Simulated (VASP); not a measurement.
Here is a VASP 6.6.1 calculation.

INCAR

```
  ALGO = Normal
  EDIFF = 1E-6
  ENCUT = 1330
  GGA = RP
  GGA_COMPAT = F
  ISIF = 2
  ISMEAR = 0
  IVDW = 13
  LASPH = T
  LCHARG = F
  LREAL = F
  LWAVE = F
  NBANDS = 16
  NELM = 120
  PREC = Accurate
  SIGMA = 0.05
```

The input KPOINTS:

```
k-points
0
Gamma
  10 10 10
```

File POSCAR:

```
GaN
1.0
    0.0000000000      2.0839626662      2.0839626662
    2.0839626662      0.0000000000      2.0839626662
    2.0839626662      2.0839626662      0.0000000000
Ga N
1 1
Direct
    0.5000000000      0.5000000000      0.5000000000
    0.0000000000      0.0000000000      0.0000000000
```

Potentials or basis: VASP PAW PBE potentials, release 64 (Ga_d, N_h).

Run with:

```sh
$ cat potpaw_PBE.64/Ga_d/POTCAR potpaw_PBE.64/N_h/POTCAR > POTCAR
$ mpirun -np 1 vasp_std > vasp.out
```

Predict the dispersion energy per atom.

-0.992 eV.

Estimate the pressure.

5.7 GPa.

Caveat: the cell stands under pressure; the PAW data sets were made with another functional, which shifts forces and pressure a little.
